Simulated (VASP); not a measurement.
# Si8O17 (a cell with a defect) in VASP: single point with PBE

Aim: the single point of Si8O17 (a cell with a defect) with PBE.

All numbers are computed with VASP 6.6.1; they aren't measurements. Logs are shortened: lines on timing, memory, paths and dates and some standing lists are left out, and cuts for length are marked.

## (1) The cell of the first run

The cell holds a defect, 25 atoms: a = 5.908 Å, b = 5.908 Å, c = 5.331 Å, α = 90.00°, β = 90.00°, γ = 90.00°.

## (2) Single point, PBE, collinear spin, zero start

Contents of INCAR:

```
SYSTEM = Si8O17
ALGO = Normal
EDIFF = 1E-6
ENCUT = 520
GGA = PE
ISIF = 2
ISMEAR = 0
ISPIN = 2
LASPH = .True.
LCHARG = .False.
LORBIT = 11
LREAL = Auto
LWAVE = .False.
MAGMOM = 0 0 0 0 0 0 0 0 0 0 0 0 0 0 0 0 0 0 0 0 0 0 0 0 0
NBANDS = 89
NELM = 150
PREC = Accurate
SIGMA = 0.05
```

Contents of KPOINTS:

```
k-points
0
Gamma
  2 2 2
  0 0 0
```

Contents of POSCAR:

```
Si8O17
1.0
   -4.1773000000     -4.1773000000      0.0000000000
    4.1773000000     -4.1773000000      0.0000000000
    0.0000000000      0.0000000000      5.3310000000
Si O
8 17
Direct
    0.5130567592      0.4920714337      0.0049729882
    0.0064001867      0.4963254973      0.2496246483
    0.5130581955      0.4920285831      0.4942851247
    0.0214747564      0.4919956671      0.7496240855
   -0.0121339143      0.0074631939      0.0049808666
    0.4945304383      0.0032111651      0.2496246483
   -0.0121340339      0.0075071218      0.4942772463
    0.4794328873      0.0075141838      0.7496240855
    0.2034390635      0.4645675436      0.0129613581
   -0.0275098748      0.1936827616      0.2496113300
    0.8171188327      0.5055245015     -0.0016310261
    0.0066502286      0.8053855361      0.2496400300
    0.2034311637      0.4645036267      0.4862779966
   -0.0113800780      0.1947399038      0.7496381542
    0.8171194312      0.5055030761      0.5008795723
   -0.0294354009      0.8161296771      0.7496193960
    0.6838104757     -0.0059968161     -0.0016319640
    0.4942740526      0.6941481340      0.2496400300
    0.2974858162      0.0349736672      0.0129722379
    0.5284365499      0.3058537812      0.2496115175
    0.6838096378     -0.0059756302      0.5008806978
    0.5303943935      0.6833951356      0.7496197711
    0.2974932373      0.0350375841      0.4862673044
    0.5123057956      0.3047849089      0.7496379666
    0.2504578316      0.7497703062      0.7495863815
```

Potentials or basis: VASP PAW PBE potentials, release 64 (Si, O).

Run with:

```console
cat potpaw_PBE.64/Si/POTCAR potpaw_PBE.64/O/POTCAR > POTCAR
mpirun -np 1 vasp_std > vasp.out
```

OUTCAR:

```text
SYSTEM = Si8O17
   EDIFF = 1E-6
   ENCUT = 520
   GGA = PE
   ISIF = 2
   ISMEAR = 0
   ISPIN = 2
   LASPH = .True.
   LORBIT = 11
   LREAL = Auto
   NELM = 150
   PREC = Accurate

 ion  position               nearest neighbor table
   1  0.513  0.492  0.005-  20 1.71  24 1.75  18 1.77  22 1.77  11 1.80   9 1.84   3 2.61   3 2.72

   2  0.006  0.496  0.250-  13 1.73   9 1.73  15 1.75  11 1.75  10 1.80  12 1.83   4 2.67   4 2.67

   3  0.513  0.492  0.494-  20 1.71  24 1.75  18 1.77  22 1.77  15 1.80  13 1.84   1 2.61   1 2.72
[... 14 lines left out ...]
  12  0.007  0.805  0.250-   5 1.77   7 1.77   2 1.83
  13  0.203  0.465  0.486-   2 1.73   4 1.78   3 1.84
  14  0.989  0.195  0.750-   7 1.75   5 1.75   4 1.77
  15  0.817  0.506  0.501-   2 1.75   4 1.80   3 1.80
  16  0.971  0.816  0.750-  25 1.70   5 1.77   7 1.77   4 1.94
  17  0.684  0.994  0.998-   6 1.75   8 1.80   5 1.80
  18  0.494  0.694  0.250-   1 1.77   3 1.77   6 1.83
  19  0.297  0.035  0.013-   6 1.73   8 1.78   5 1.84
  20  0.528  0.306  0.250-   3 1.71   1 1.71   6 1.80
  21  0.684  0.994  0.501-   6 1.75   8 1.80   7 1.80
  22  0.530  0.683  0.750-  25 1.70   1 1.77   3 1.77   8 1.94
  23  0.297  0.035  0.486-   6 1.73   8 1.78   7 1.84
  24  0.512  0.305  0.750-   3 1.75   1 1.75   8 1.77
  25  0.250  0.750  0.750-  16 1.70  22 1.70   8 2.04   4 2.04

  LATTYP: Found a simple tetragonal cell.
 ALAT       =     5.9075943141
 C/A-ratio  =     0.9023977810

  Lattice vectors:

 A1 = (  -4.1773000000,  -4.1773000000,   0.0000000000)
 A2 = (   4.1773000000,  -4.1773000000,   0.0000000000)
 A3 = (   0.0000000000,   0.0000000000,   5.3310000000)

Analysis of symmetry for initial positions (statically):
=====================================================================
 Subroutine PRICEL returns:
 Original cell was already a primitive cell.

 Routine SETGRP: Setting up the symmetry group for a
 simple tetragonal supercell.

 Subroutine GETGRP returns: Found  1 space group operations
 (whereof  1 operations were pure point group operations)
 out of a pool of 16 trial point group operations.

The static configuration has the point symmetry C_1 .

Analysis of symmetry for dynamics (positions and initial velocities):
=====================================================================
 Subroutine PRICEL returns:
 Original cell was already a primitive cell.

 Routine SETGRP: Setting up the symmetry group for a
 simple tetragonal supercell.

 Subroutine GETGRP returns: Found  1 space group operations
 (whereof  1 operations were pure point group operations)
 out of a pool of 16 trial point group operations.

The dynamic configuration has the point symmetry C_1 .

Analysis of structural, dynamic, and magnetic symmetry:
=====================================================================
 Subroutine PRICEL returns:
 Original cell was already a primitive cell.

 Routine SETGRP: Setting up the symmetry group for a
 simple tetragonal supercell.

 Subroutine GETGRP returns: Found  1 space group operations
 (whereof  1 operations were pure point group operations)
 out of a pool of 16 trial point group operations.

The overall configuration has the point symmetry C_1 .

 Subroutine INISYM returns: Found  1 space group operations
 (whereof  1 operations are pure point group operations),
 and found     1 'primitive' translations

----------------------------------------------------------------------------------------

                                     Primitive cell

  volume of cell :     186.0501

  direct lattice vectors                    reciprocal lattice vectors
    -4.177300000 -4.177300000  0.000000000    -0.119694540 -0.119694540  0.000000000
     4.177300000 -4.177300000  0.000000000     0.119694540 -0.119694540  0.000000000
[... 93 lines left out ...]
  0.500000  0.000000  0.500000      1.000000
  0.000000  0.500000  0.500000      1.000000
  0.500000  0.500000  0.500000      1.000000
   k-points           NKPTS =      8   k-points in BZ     NKDIM =      8   number of bands    NBANDS=     89
   number of dos      NEDOS =    301   number of ions     NIONS =     25
   total plane-waves  NPLWV =  92160
   dimension x,y,z NGX =    48 NGY =   48 NGZ =   40
   dimension x,y,z NGXF=    96 NGYF=   96 NGZF=   80
   ions per type =               8  17
   NGX,Y,Z   is equivalent  to a cutoff of  13.51, 13.51, 12.47 a.u.
   NGXF,Y,Z  is equivalent  to a cutoff of  27.02, 27.02, 24.95 a.u.
 SYSTEM =  Si8O17
   PREC   = accura    normal or accurate (medium, high low for compatibility)
   ISTART =      0    job   : 0-new  1-cont  2-samecut
   ICHARG =      2    charge: 1-file 2-atom 10-const
   ISPIN  =      2    spin polarized calculation?
   LNONCOLLINEAR =      F non collinear calculations
   LSORBIT =      F    spin-orbit coupling
   LASPH  =      T    aspherical Exc in radial PAW
   ENCUT  =  520.0 eV  38.22 Ry    6.18 a.u.  10.98 10.98  9.91*2*pi/ulx,y,z
   NELM   =    150;   NELMIN=  2; NELMDL= -5     # of ELM steps
   EDIFF  = 0.1E-05   stopping-criterion for ELM
   LREAL  =      T    real-space projection
   EDIFFG = 0.1E-04   stopping-criterion for IOM
   NSW    =      0    number of steps for IOM
   IBRION =     -1    ionic relax: 0-MD 1-quasi-New 2-CG
   NFREE  =      0    steps in history (QN), initial steepest desc. (CG)
   ISIF   =      2    stress and relaxation
   ISYM   =      2    0-nonsym 1-usesym 2-fastsym
   POTIM  = 0.5000    time-step for ionic-motion
   TEBEG  =    0.0;   TEEND  =   0.0 temperature during run
   PSTRESS=    0.0 pullay stress
   NELECT =     134.0000    total number of electrons
   NUPDOWN=      -1.0000    fix difference up-down
   EMIN   =  10.00;   EMAX   =-10.00  energy-range for DOS
   EFERMI =   0.00;   METHOD = LEGACY
   ISMEAR =     0;   SIGMA  =   0.05  broadening in eV -4-tet -1-fermi 0-gaus
   EFERMI_NEDOS =   21; number of points for ismear=-14 and -15
   IALGO  =     38    algorithm
   IMIX   =      4    mixing-type and parameters
     AMIX     =   0.40;   BMIX     =  1.00
     AMIX_MAG =   1.60;   BMIX_MAG =  1.00
  volume/ion in A,a.u.               =       7.44        50.22
  Fermi-wavevector in a.u.,A,eV,Ry     =   1.467461  2.773098 29.299335  2.153440
  Thomas-Fermi vector in A             =   2.583076
   LORBIT       =     11    0 simple, 1 ext, 2 COOP (PROOUT), +10 PAW based schemes
   GGA     = PE    functional components
   LHFCALC =     F    Hartree Fock is set to
   AEXX    =    0.0000 exact exchange contribution
   IVDW    =     0    specifies the selected vdW correction
   LEPSILON=     F    determine dielectric tensor
   LRPA    =     F    only Hartree local field effects (RPA)
 spin polarized calculation
 Gauss-broadening in eV      SIGMA  =   0.05
  energy-cutoff  :      520.00
  volume of cell :      186.05
 maximum number of plane-waves:      5032
 NGX is ok and might be reduce to    48
   NGX = 21   NGY = 21   NGZ = 19

 number of electron     133.9999990 magnetization      -0.0000000

 number of electron     133.9999990 magnetization       0.0000000

 Free energy of the ion-electron system (eV)
  ---------------------------------------------------
  ext. energy  EPLUGINS =         0.00000000
  ---------------------------------------------------
  free energy    TOTEN  =      -182.13589841 eV

  energy without entropy =     -182.13589841  energy(sigma->0) =     -182.13589841

 E-fermi :   9.6289     XC(G=0): -12.5168

 val. band max:        9.3768697150   @ k =   0.0000   0.5000   0.0000
 cond. band min:      11.9401076376   @ k =   0.5000   0.5000   0.0000
 fundamental gap:      2.5632379226
 Fermi energy:         9.6289204290

 spin component 1

 k-point     1 :       0.0000    0.0000    0.0000
  band No.  band energies     occupation
      1     -14.4558      1.00000
      2     -12.6882      1.00000
      3     -12.4315      1.00000
      4     -12.0759      1.00000
      5     -11.4061      1.00000
      6     -11.1463      1.00000
[... 645 lines left out ...]
     78      18.9838      0.00000
     79      19.0448      0.00000
 Fermi energy:         9.6289204290

 spin component 2

 k-point     1 :       0.0000    0.0000    0.0000
  band No.  band energies     occupation
      1     -14.4558      1.00000
      2     -12.6882      1.00000
      3     -12.4315      1.00000
      4     -12.0759      1.00000
      5     -11.4061      1.00000
      6     -11.1463      1.00000
[... 645 lines left out ...]
     78      18.9838      0.00000
     79      19.0448      0.00000
 [bands above 79 left out]

------------------------ aborting loop because EDIFF is reached ----------------------------------------

  FORCE on cell =-STRESS in cart. coord.  units (eV):
  Direction    XX          YY          ZZ          XY          YZ          ZX
  --------------------------------------------------------------------------------------
  -------------------------------------------------------------------------------------
  Total       27.9069768     26.0820830     29.6819148    -11.6070335     -0.0008476      0.0007492
  in kB      240.3219080    224.6067711    255.6068485    -99.9543759     -0.0072988      0.0064522
  external PRESSURE =     240.1785092 kB  Pullay stress =       0.0000000 kB

 VOLUME and BASIS-vectors are now :
 -----------------------------------------------------------------------------
  energy-cutoff  :      520.00
  volume of cell :      186.05
      direct lattice vectors                 reciprocal lattice vectors
    -4.177300000 -4.177300000  0.000000000    -0.119694540 -0.119694540  0.000000000
     4.177300000 -4.177300000  0.000000000     0.119694540 -0.119694540  0.000000000
     0.000000000  0.000000000  5.331000000     0.000000000  0.000000000  0.187582067

 POSITION                                       TOTAL-FORCE (eV/Angst)
 -----------------------------------------------------------------------------------
     -0.08766     -4.19872      0.02651        -0.014585      0.001494     -0.009774
      2.04656     -2.10004      1.33075         0.002339      0.014279     -0.000180
     -0.08785     -4.19855      2.63503        -0.011904     -0.000881      0.009244
      1.96551     -2.14492      3.99625         0.011228      0.027052     -0.000128
     -4.09544     -4.15779      0.02655         0.012806     -0.001186     -0.011728
     -2.05239     -2.07922      1.33075        -0.003623     -0.014083     -0.001422
[... 17 lines left out ...]
     -0.86688     -3.41323      3.99632         0.003937      0.001281      0.000306
      2.08578     -4.17825      3.99604         0.000195     -0.001039     -0.001166
 -----------------------------------------------------------------------------------
    total drift:                                0.008113      0.001649      0.006228

  FREE ENERGIE OF THE ION-ELECTRON SYSTEM (eV)
  ---------------------------------------------------
  free  energy   TOTEN  =      -182.1358984077 eV

  energy  without entropy=     -182.1358984077  energy(sigma->0) =     -182.13589841

 total charge

# of ion       s       p       d       tot
------------------------------------------
    1        0.594   0.886   0.000   1.480
    2        0.594   0.903   0.000   1.497
    3        0.594   0.886   0.000   1.480
    4        0.581   0.839   0.000   1.420
    5        0.594   0.886   0.000   1.480
    6        0.594   0.903   0.000   1.497
[... 17 lines left out ...]
   24        1.554   3.714   0.000   5.268
   25        1.669   3.315   0.000   4.984
--------------------------------------------------
tot         31.303  69.329   0.000 100.633

 magnetization (x)

# of ion       s       p       d       tot
------------------------------------------
    1        0.000   0.000   0.000   0.000
    2        0.000   0.000   0.000   0.000
    3       -0.000   0.000   0.000   0.000
    4       -0.000   0.000   0.000  -0.000
    5        0.000   0.000   0.000   0.000
    6       -0.000   0.000   0.000  -0.000
[... 17 lines left out ...]
   24        0.000  -0.000   0.000  -0.000
   25        0.000   0.000   0.000   0.000
--------------------------------------------------
tot          0.000   0.000   0.000   0.000
```

Wall time 5.1 min (1 thread of AMD EPYC 9R45 (Zen 5), shared host); peak memory 0.4 GiB.

What came out:

* Free energy: -182.1359 eV
* Pressure: 24.0 GPa
* Largest force: 0.038 eV/Å
* Band gap on the k mesh: 2.56 eV
* Net moment: 0.00 μB per cell
* Valence electrons inside the program's atomic spheres: Si 1.48, 1.50, 1.42 (each value once); O 5.25, 5.30, 5.22, 5.27, 5.17, 4.98 (each value once)

Forces on the atoms (eV/Å):
```
Si  -0.015  0.001 -0.010
Si   0.002  0.014  0.000
Si  -0.012 -0.001  0.009
Si   0.011  0.027  0.000
Si   0.013 -0.001 -0.012
Si  -0.004 -0.014 -0.001
Si   0.011  0.001  0.010
Si  -0.012 -0.026  0.000
O   -0.009 -0.028 -0.006
O    0.025 -0.028  0.001
O    0.008  0.003  0.000
O   -0.023  0.020  0.000
O   -0.008 -0.030  0.009
O   -0.003 -0.002 -0.001
O    0.008  0.003  0.000
O   -0.021 -0.005  0.000
O   -0.009 -0.003 -0.001
O    0.025 -0.019  0.001
O    0.008  0.026 -0.009
O   -0.022  0.028  0.001
O   -0.008 -0.002  0.000
O    0.022  0.006  0.000
O    0.007  0.029  0.010
O    0.004  0.001  0.000
O    0.000 -0.001 -0.001
```

Stress tensor (GPa, compression positive):
```
 24.03 -10.00   0.00
-10.00  22.46   0.00
  0.00   0.00  25.56
```

Caveat: the k points lie up to 0.59 Å⁻¹ apart.
